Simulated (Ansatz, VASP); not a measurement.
# Ti5WC6: VASP beside Ansatz

INCAR

```
SYSTEM = Ti5WC6
PREC = Accurate
ENCUT = 520
EDIFF = 1E-6
ISMEAR = 0
SIGMA = 0.1
LREAL = .FALSE.
LASPH = .TRUE.
NELM = 150
ALGO = Normal
ISIF = 2
LWAVE = .FALSE.
LCHARG = .TRUE.
ISPIN = 2
MAGMOM = 1 1 1 1 1 0 0 0 0 0 0 0
LORBIT = 11
LMAXMIX = 4
GGA = PE
LELF = .TRUE.
LVHAR = .TRUE.
NBANDS = 65
```

File KPOINTS:

```
Automatic mesh
0
G
  6 6 2
  0 0 0
```

POSCAR

```
Ti5WC6
1.0
    3.0690641000      0.0000000000      0.0000000000
    0.0000000000      3.0690641000      0.0000000000
    0.0000000000      0.0000000000     12.9884296000
Ti W C
5 1 6
Direct
    0.0000000000      0.0000000000      0.8303970000
    0.5000000000      0.5000000000      0.6656260000
    0.0000000000      0.0000000000      0.5000000000
    0.5000000000      0.5000000000      0.3343740000
    0.0000000000      0.0000000000      0.1696030000
    0.5000000000      0.5000000000      0.0000000000
    0.0000000000      0.0000000000      0.6668030000
    0.5000000000      0.5000000000      0.5000000000
    0.0000000000      0.0000000000      0.3331970000
    0.5000000000      0.5000000000      0.1659060000
    0.0000000000      0.0000000000      0.0000000000
    0.5000000000      0.5000000000      0.8340940000
```

Input for Ansatz:

```yaml
crystal:
  lattice:
    - [3.0690641, 0.0, 0.0]
    - [0.0, 3.0690641, 0.0]
    - [0.0, 0.0, 12.9884296]
  atoms:
    - { symbol: Ti, position: [0.0, 0.0, 0.830397], spin: 1.0 }
    - { symbol: Ti, position: [0.5, 0.5, 0.665626], spin: 1.0 }
    - { symbol: Ti, position: [0.0, 0.0, 0.5], spin: 1.0 }
    - { symbol: Ti, position: [0.5, 0.5, 0.334374], spin: 1.0 }
    - { symbol: Ti, position: [0.0, 0.0, 0.169603], spin: 1.0 }
    - { symbol: W, position: [0.5, 0.5, 0.0] }
    - { symbol: C, position: [0.0, 0.0, 0.666803] }
    - { symbol: C, position: [0.5, 0.5, 0.5] }
    - { symbol: C, position: [0.0, 0.0, 0.333197] }
    - { symbol: C, position: [0.5, 0.5, 0.165906] }
    - { symbol: C, position: [0.0, 0.0, 0.0] }
    - { symbol: C, position: [0.5, 0.5, 0.834094] }
basis:
  ecutwfc: 420
kpoints:
  mp_grid: { grid: [6, 6, 2] }
hamiltonian:
  xc: pbe
scf:
  occupations: { method: gaussian, width: 0.1 }
  lower_state_search: "off"
output:
  forces: true
  stress: true
  eigenvalues: true
  populations: true
magnetization:
  spin_polarized: true
```

Alike in both runs: task single point; functional PBE; k mesh 6 × 6 × 2; occupations gaussian, width 0.1 eV; collinear spin.

|  | VASP | Ansatz |
| --- | --- | --- |
| version | VASP 6.6.1 | Ansatz 0.2.0 |
| potentials or method | VASP PAW PBE potentials, release 64 (Ti_sv, W_sv, C), cutoff 520 eV | scalar-relativistic, plane waves, PAW |
| valence electrons in the cell | 98 | 98 |

|  | VASP | Ansatz | Ansatz less VASP |
| --- | --- | --- | --- |
| gap on the k mesh at the Fermi level (eV) | none | none | - |
| pressure (GPa) | 0.5 | 0.1 | -0.33 |
| traceless stress, the component that is largest in VASP (GPa) | 0.43 | 0.43 | +0.005 |
| rms of the force components (eV/Å) | 0.059 | 0.058 | -0.0008 |
| net moment per atom (μB) | 0.00 | 0.00 | 0.000 |

Atom by atom the forces differ by 0.004 eV/Å (rms over components). A gap of «none» marks a metal or a gap that the smearing closes. With one functional, cell and mesh, what is left measures potentials, basis and numerics. Ansatz's warnings: seeded moment not kept.

Spin-orbit coupling is off throughout.
